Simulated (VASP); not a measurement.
Set up this calculation in VASP 6.6.1, as the native input.

* Task: single point
* Functional: PBE
* Potentials or basis: VASP PAW PBE potentials, release 64 (K_sv)
* Cutoff: 520 eV
* k mesh: 7 × 7 × 9
* Occupations: fermi-dirac, width 0.1 eV
* Spin: no spin polarisation
* Dipole correction: no
* Further INCAR settings: ALGO = Normal; EDIFF = 1e-06; NBANDS = 20

The structure of K lies in POSCAR:

```
K
1.0
    7.3469251193      0.0000000000      0.0000000000
   -3.6734625597      6.3626237930      0.0000000000
    0.0000000000      0.0000000000      4.3818347891
K
3
Direct
    1.0000000000      1.0000000000      0.0000000000
    0.3333333333      0.6666666667      0.5000000000
    0.6666666667      0.3333333333      0.5000000000
```

This isn't the form of K at room conditions, which is bcc.

These files were run (other wordings do the same):

INCAR

```
SYSTEM = K
  ALGO = Normal
  EDIFF = 1E-6
  ENCUT = 520
  GGA = PE
  ISIF = 2
  ISMEAR = -1
  LASPH = .True.
  LCHARG = .False.
  LREAL = .False.
  LWAVE = .False.
  NBANDS = 20
  NELM = 80
  PREC = Accurate
  SIGMA = 0.1
```

KPOINTS

```
k-points
0
Gamma
  7 7 9
  0 0 0
```

Potentials or basis: VASP PAW PBE potentials, release 64 (K_sv).

Launch:

```console
$ cat potpaw_PBE.64/K_sv/POTCAR > POTCAR
$ mpirun -np 1 vasp_std > vasp.out
```

Results of the run:

```
Pressure               : 0.3 GPa
Band gap on the k mesh : zero (an odd number of electrons rules out a gap without spin polarisation)
```

Run time: 2.8 min on 1 thread of Oxide Virtual Turin-like Processor (shared host), peak memory 0.34 GiB.
